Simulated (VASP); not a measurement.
# Sb (Fm-3m) in VASP: a series of runs, part 2 of 3

VASP 6.6.1.

## (3) Single point, r2SCAN

This run uses another cell than the first one, of 27.73 Å³/atom, 1.020 times its volume.

File POSCAR:

```
Sb
1.0
    0.0000000000      2.4024466595      2.4024466595
    2.4024466595      0.0000000000      2.4024466595
    2.4024466595      2.4024466595      0.0000000000
Sb
1
Direct
    0.0000000000      0.0000000000      0.0000000000
```

File INCAR.step1:

```
SYSTEM = Sb
  ALGO = Normal
  EDIFF = 1E-4
  ENCUT = 520
  GGA = PE
  ISMEAR = -1
  LASPH = .True.
  LCHARG = .False.
  LREAL = .False.
  LWAVE = .True.
  NBANDS = 8
  NELM = 100
  PREC = Accurate
  SIGMA = 0.05
```

File INCAR.step2:

```
SYSTEM = Sb
  ALGO = Normal
  EDIFF = 1E-6
  ENCUT = 520
  ISIF = 2
  ISMEAR = -1
  ISTART = 1
  LASPH = .True.
  LCHARG = .False.
  LMIXTAU = .True.
  LREAL = .False.
  LWAVE = .False.
  METAGGA = R2SCAN
  NBANDS = 8
  NELM = 100
  PREC = Accurate
  SIGMA = 0.05
```

File KPOINTS:

```
k-points
0
Gamma
  10 10 10
  0 0 0
```

Potentials or basis: VASP PAW PBE potentials, release 64 (Sb).

Started as:

```console
> cat potpaw_PBE.64/Sb/POTCAR > POTCAR
> cp INCAR.step1 INCAR
> mpirun -np 1 vasp_std > vasp.out
> cp INCAR.step2 INCAR
> mpirun -np 1 vasp_std > vasp.out
```

Run time: 87 s. Hardware: 1 thread of Intel Xeon 8259CL, shared host; peak memory 0.17 GiB.

Results (log left out):

```
Free energy : -25.2282 eV
Pressure    : -1.3 GPa
```

Levels at points of the mesh, in eV from the Fermi level:
```csv
k point,band 1,band 2,band 3,band 4,band 5,band 6
"(0.00, 0.00, 0.00)",-13.33,5.42,5.42,5.42,10.34,10.34
"(0.50, 0.00, 0.00)",-9.48,-5.94,3.68,3.68,8.60,9.50
"(0.50, 0.50, 0.00)",-7.78,-5.08,0.36,0.36,4.65,4.89
```

Caveat: the PAW data sets were made with another functional, which shifts forces and pressure a little; spin-orbit coupling is left out, which moves the levels of the heavy elements.

## (4) Single point, r2SCAN

This run uses another cell than the first one, of 28.27 Å³/atom, 1.039 times its volume.

File POSCAR:

```
Sb
1.0
    0.0000000000      2.4177492801      2.4177492801
    2.4177492801      0.0000000000      2.4177492801
    2.4177492801      2.4177492801      0.0000000000
Sb
1
Direct
    0.0000000000      0.0000000000      0.0000000000
```

File INCAR.step1:

```
SYSTEM = Sb
PREC     = Accurate       ! precision mode
ENCUT    = 520            ! plane-wave cutoff, eV
ISMEAR   = -1             ! smearing method
SIGMA    = 0.05           ! smearing width, eV
LREAL    = .False.        ! projectors in reciprocal space
LASPH    = .True.         ! aspherical terms in the spheres
NELM     = 100            ! most SCF steps
NBANDS   = 8              ! bands
GGA      = PE             ! functional
ALGO     = Normal         ! electronic algorithm
EDIFF    = 1E-4           ! SCF threshold, eV
LWAVE    = .True.         ! write WAVECAR
LCHARG   = .False.        ! write CHGCAR
```

File INCAR.step2:

```
SYSTEM = Sb
PREC     = Accurate       ! precision mode
ENCUT    = 520            ! plane-wave cutoff, eV
EDIFF    = 1E-7           ! SCF threshold, eV
ISMEAR   = -1             ! smearing method
SIGMA    = 0.05           ! smearing width, eV
LREAL    = .False.        ! projectors in reciprocal space
LASPH    = .True.         ! aspherical terms in the spheres
NELM     = 100            ! most SCF steps
ALGO     = Normal         ! electronic algorithm
ISIF     = 2              ! what is computed and relaxed
LWAVE    = .False.        ! write WAVECAR
LCHARG   = .False.        ! write CHGCAR
METAGGA  = R2SCAN         ! meta-GGA
LMIXTAU  = .True.       
NBANDS   = 8              ! bands
ISTART   = 1
```

File KPOINTS:

```
regular mesh
0
Gamma
  10 10 10
  0 0 0
```

Potentials or basis: VASP PAW PBE potentials, release 64 (Sb).

Started as:

```console
> cat potpaw_PBE.64/Sb/POTCAR > POTCAR
> cp INCAR.step1 INCAR
> mpirun -np 1 vasp_std > vasp.out
> cp INCAR.step2 INCAR
> mpirun -np 1 vasp_std > vasp.out
```

OUTCAR:

```text
SYSTEM = Sb
   PREC = Accurate
   ENCUT = 520
   EDIFF = 1E-7
   ISMEAR = -1
   LREAL = .False.
   LASPH = .True.
   NELM = 100
   ISIF = 2
   METAGGA = R2SCAN
   ISTART = 1

 ion  position               nearest neighbor table
   1  0.000  0.000  0.000-

  LATTYP: Found a face centered cubic cell.
 ALAT       =     4.8354985602

  Lattice vectors:

 A1 = (   0.0000000000,   2.4177492801,   2.4177492801)
 A2 = (   2.4177492801,   0.0000000000,   2.4177492801)
 A3 = (   2.4177492801,   2.4177492801,   0.0000000000)

Analysis of symmetry for initial positions (statically):
=====================================================================
 Subroutine PRICEL returns:
 Original cell was already a primitive cell.

 Routine SETGRP: Setting up the symmetry group for a
 face centered cubic supercell.

 Subroutine GETGRP returns: Found 48 space group operations
[... 9 lines left out ...]

 Routine SETGRP: Setting up the symmetry group for a
 face centered cubic supercell.

 Subroutine GETGRP returns: Found 48 space group operations
[... 11 lines left out ...]
                                     Primitive cell

  volume of cell :      28.2660

  direct lattice vectors                    reciprocal lattice vectors
     0.000000000  2.417749280  2.417749280    -0.206803908  0.206803908  0.206803908
     2.417749280  0.000000000  2.417749280     0.206803908 -0.206803908  0.206803908
     2.417749280  2.417749280  0.000000000     0.206803908  0.206803908 -0.206803908

  length of vectors
     3.419213822  3.419213822  3.419213822     0.358194876  0.358194876  0.358194876

  position of ions in fractional coordinates (direct lattice)
     0.000000000  0.000000000  0.000000000

  ion indices of the primitive-cell ions
   primitive index   ion index
                 1           1

----------------------------------------------------------------------------------------

 KPOINTS: regular mesh

Automatic generation of k-mesh.
 Grid dimensions read from file:
 generate k-points for:   10   10   10

 Generating k-lattice:

  Cartesian coordinates                     Fractional coordinates (reciprocal lattice)
    -0.020680391  0.020680391  0.020680391     0.100000000  0.000000000  0.000000000
     0.020680391 -0.020680391  0.020680391     0.000000000  0.100000000  0.000000000
     0.020680391  0.020680391 -0.020680391     0.000000000  0.000000000  0.100000000

  Length of vectors
     0.035819488  0.035819488  0.035819488

  Shift w.r.t. Gamma in fractional coordinates (k-lattice)
     0.000000000  0.000000000  0.000000000

 Subroutine IBZKPT returns following result:
 ===========================================

 Found     47 irreducible k-points:

 Following reciprocal coordinates:
            Coordinates               Weight
  0.000000  0.000000  0.000000      1.000000
  0.100000  0.000000  0.000000      8.000000
  0.200000  0.000000  0.000000      8.000000
  0.300000  0.000000  0.000000      8.000000
  0.400000  0.000000  0.000000      8.000000
  0.500000  0.000000  0.000000      4.000000
[... 16 lines left out ...]
  0.300000  0.300000  0.000000      6.000000
  0.400000  0.300000  0.000000     24.000000
 [... further k-points ...]
   k-points           NKPTS =     47   k-points in BZ     NKDIM =     47   number of bands    NBANDS=      8
   number of dos      NEDOS =    301   number of ions     NIONS =      1
   total plane-waves  NPLWV =  21952
   dimension x,y,z NGX =    28 NGY =   28 NGZ =   28
   dimension x,y,z NGXF=    56 NGYF=   56 NGZF=   56
   ions per type =               1
   NGX,Y,Z   is equivalent  to a cutoff of  13.61, 13.61, 13.61 a.u.
   NGXF,Y,Z  is equivalent  to a cutoff of  27.23, 27.23, 27.23 a.u.
 SYSTEM =  Sb
   PREC   = accura    normal or accurate (medium, high low for compatibility)
   ISTART =      1    job   : 0-new  1-cont  2-samecut
   ICHARG =      0    charge: 1-file 2-atom 10-const
   ISPIN  =      1    spin polarized calculation?
   LNONCOLLINEAR =      F non collinear calculations
   LSORBIT =      F    spin-orbit coupling
   LASPH  =      T    aspherical Exc in radial PAW
   ENCUT  =  520.0 eV  38.22 Ry    6.18 a.u.   6.36  6.36  6.36*2*pi/ulx,y,z
   NELM   =    100;   NELMIN=  2; NELMDL=  0     # of ELM steps
   EDIFF  = 0.1E-06   stopping-criterion for ELM
   LREAL  =      F    real-space projection
   EDIFFG = 0.1E-05   stopping-criterion for IOM
   NSW    =      0    number of steps for IOM
   IBRION =     -1    ionic relax: 0-MD 1-quasi-New 2-CG
   NFREE  =      0    steps in history (QN), initial steepest desc. (CG)
   ISIF   =      2    stress and relaxation
   ISYM   =      2    0-nonsym 1-usesym 2-fastsym
   POTIM  = 0.5000    time-step for ionic-motion
   TEBEG  =    0.0;   TEEND  =   0.0 temperature during run
   PSTRESS=    0.0 pullay stress
   NELECT =       5.0000    total number of electrons
   NUPDOWN=      -1.0000    fix difference up-down
   EMIN   =  10.00;   EMAX   =-10.00  energy-range for DOS
   EFERMI =   0.00;   METHOD = LEGACY
   ISMEAR =    -1;   SIGMA  =   0.05  broadening in eV -4-tet -1-fermi 0-gaus
   EFERMI_NEDOS =   21; number of points for ismear=-14 and -15
   IALGO  =     38    algorithm
   IMIX   =      4    mixing-type and parameters
     AMIX     =   0.40;   BMIX     =  1.00
     AMIX_MAG =   1.60;   BMIX_MAG =  1.00
  volume/ion in A,a.u.               =      28.27       190.75
  Fermi-wavevector in a.u.,A,eV,Ry     =   0.918989  1.736637 11.490671  0.844540
  Thomas-Fermi vector in A             =   2.044132
   LORBIT       =      0    0 simple, 1 ext, 2 COOP (PROOUT), +10 PAW based schemes
   METAGGA = R2SCAN    functional components
   LHFCALC =     F    Hartree Fock is set to
   AEXX    =    0.0000 exact exchange contribution
   IVDW    =     0    specifies the selected vdW correction
   LEPSILON=     F    determine dielectric tensor
   LRPA    =     F    only Hartree local field effects (RPA)
 non-spin polarized calculation
  energy-cutoff  :      520.00
  volume of cell :       28.27
 maximum number of plane-waves:       778
 NGX is ok and might be reduce to    28
   NGX = 13   NGY = 13   NGZ = 13

 number of electron       5.0000000 magnetization

 Free energy of the ion-electron system (eV)
  ---------------------------------------------------
  ext. energy  EPLUGINS =         0.00000000
  ---------------------------------------------------
  free energy    TOTEN  =       -25.22221049 eV

  energy without entropy =      -25.21599513  energy(sigma->0) =      -25.21910281

 E-fermi :   7.8344     XC(G=0): -10.5991

 val. band max:        7.8006435847   @ k =  -0.4000   0.4000   0.1000
 cond. band min:       7.8564487201   @ k =  -0.2000   0.2000   0.0000
 fundamental gap:      0.0558051354
 Fermi energy:         7.8343582473

 k-point     1 :       0.0000    0.0000    0.0000
  band No.  band energies     occupation
      1      -5.3485      2.00000
      2      13.1010      0.00000
      3      13.1010      0.00000
      4      13.1010      0.00000
      5      18.1047      0.00000
      6      18.1047      0.00000
      7      18.1047      0.00000
      8      18.8756      0.00000

 k-point     2 :       0.1000    0.0000    0.0000
  band No.  band energies     occupation
      1      -5.1483      2.00000
      2      11.4505      0.00000
      3      12.8549      0.00000
      4      12.8549      0.00000
      5      17.2307      0.00000
      6      18.5059      0.00000
      7      18.5059      0.00000
      8      20.6539      0.00000

 k-point     3 :       0.2000    0.0000    0.0000
  band No.  band energies     occupation
      1      -4.5534      2.00000
      2       8.5014      0.00000
      3      12.3393      0.00000
      4      12.3393      0.00000
      5      16.6603      0.00000
      6      18.8679      0.00000
      7      18.8679      0.00000
      8      20.8403      0.00000
[... 210 lines left out ...]
 k-point    23 :       0.3000    0.3000    0.0000
  band No.  band energies     occupation
      1      -2.9844      2.00000
      2       7.2488      1.99998
      3       9.3113      0.00000
      4       9.3113      0.00000
      5      13.6439      0.00000
      6      14.0838      0.00000
      7      23.6910      0.00000
      8      23.6910      0.00000

 k-point    24 :       0.4000    0.3000    0.0000
  band No.  band energies     occupation
      1      -2.0583      2.00000
      2       5.6590      2.00000
      3       8.0907      0.01180
      4       8.9513      0.00000
      5      13.4176      0.00000
      6      14.5806      0.00000
      7      23.0831      0.00000
      8      23.7943      0.00000

 [... further k-points ...]
[... 5 lines left out ...]
  --------------------------------------------------------------------------------------
  -------------------------------------------------------------------------------------
  Total       -0.4044514     -0.4044514     -0.4044514      0.0000000      0.0000000     -0.0000000
  in kB      -22.9251994    -22.9251994    -22.9251994      0.0000000      0.0000000     -0.0000000
  external PRESSURE =     -22.9251994 kB  Pullay stress =       0.0000000 kB

 VOLUME and BASIS-vectors are now :
 -----------------------------------------------------------------------------
  energy-cutoff  :      520.00
  volume of cell :       28.27
      direct lattice vectors                 reciprocal lattice vectors
     0.000000000  2.417749280  2.417749280    -0.206803908  0.206803908  0.206803908
     2.417749280  0.000000000  2.417749280     0.206803908 -0.206803908  0.206803908
     2.417749280  2.417749280  0.000000000     0.206803908  0.206803908 -0.206803908

 POSITION                                       TOTAL-FORCE (eV/Angst)
 -----------------------------------------------------------------------------------
      0.00000      0.00000      0.00000        -0.000000     -0.000000     -0.000000
 -----------------------------------------------------------------------------------
    total drift:                                0.000000      0.000000      0.000000

  FREE ENERGIE OF THE ION-ELECTRON SYSTEM (eV)
  ---------------------------------------------------
  free  energy   TOTEN  =       -25.2222104891 eV

  energy  without entropy=      -25.2159951319  energy(sigma->0) =      -25.21910281
```

It took 90 s on 1 thread of Intel Xeon 8259CL, shared host; peak memory 0.16 GiB.

What came out:

| Quantity | Value |
| --- | --- |
| Free energy | -25.2222 eV |
| Pressure | -2.3 GPa |

Caveat: the PAW data sets were made with another functional, which shifts forces and pressure a little; spin-orbit coupling is left out, which moves the levels of the heavy elements.

## (5) Single point, PBEsol, non-collinear spin, zero start, spin-orbit coupling

This run uses another cell than the first one, of 26.67 Å³/atom, 0.980 times its volume.

File INCAR:

```
SYSTEM = Sb
PREC     = Accurate       ! precision mode
ENCUT    = 520            ! plane-wave cutoff, eV
EDIFF    = 1E-7           ! SCF threshold, eV
ISMEAR   = -1             ! smearing method
SIGMA    = 0.05           ! smearing width, eV
LREAL    = .FALSE.        ! projectors in reciprocal space
LASPH    = .TRUE.         ! aspherical terms in the spheres
NELM     = 150            ! most SCF steps
ALGO     = Normal         ! electronic algorithm
ISIF     = 2              ! what is computed and relaxed
LWAVE    = .FALSE.        ! write WAVECAR
LCHARG   = .FALSE.        ! write CHGCAR
LNONCOLLINEAR= .TRUE.         ! non-collinear magnetism
MAGMOM   = 0 0 0          ! initial moments
LORBIT   = 11             ! projections on sites
LSORBIT  = .TRUE.         ! spin-orbit coupling
GGA_COMPAT= .FALSE.      
LORBMOM  = .TRUE.       
GGA      = PS             ! functional
NBANDS   = 16             ! bands
```

File KPOINTS:

```
Automatic mesh
0
G
  10 10 10
  0 0 0
```

File POSCAR:

```
Sb
1.0
    0.0000000000      2.3712425216      2.3712425216
    2.3712425216      0.0000000000      2.3712425216
    2.3712425216      2.3712425216      0.0000000000
Sb
1
Direct
    0.0000000000      0.0000000000      0.0000000000
```

Started as:

```console
> cat potpaw_PBE.64/Sb/POTCAR > POTCAR
> mpirun -np 1 vasp_ncl > vasp.out
```

It took 78 s on 1 thread of Intel Xeon 8259CL, shared host; peak memory 0.25 GiB.

Results (log left out):

```yaml
Free_energy: -4.3679 eV
Pressure: -1.0 GPa
Net_moment: 0.00 μB per cell
Valence_electrons_inside_the_program's_atomic_spheres: Sb 2.34
```

Moments on the atoms (μB; x, y, z):
```
Sb  0.00 0.00 0.00
```

Caveat: the PAW data sets were made with another functional, which shifts forces and pressure a little.

(Continued in part 3 of 3.)
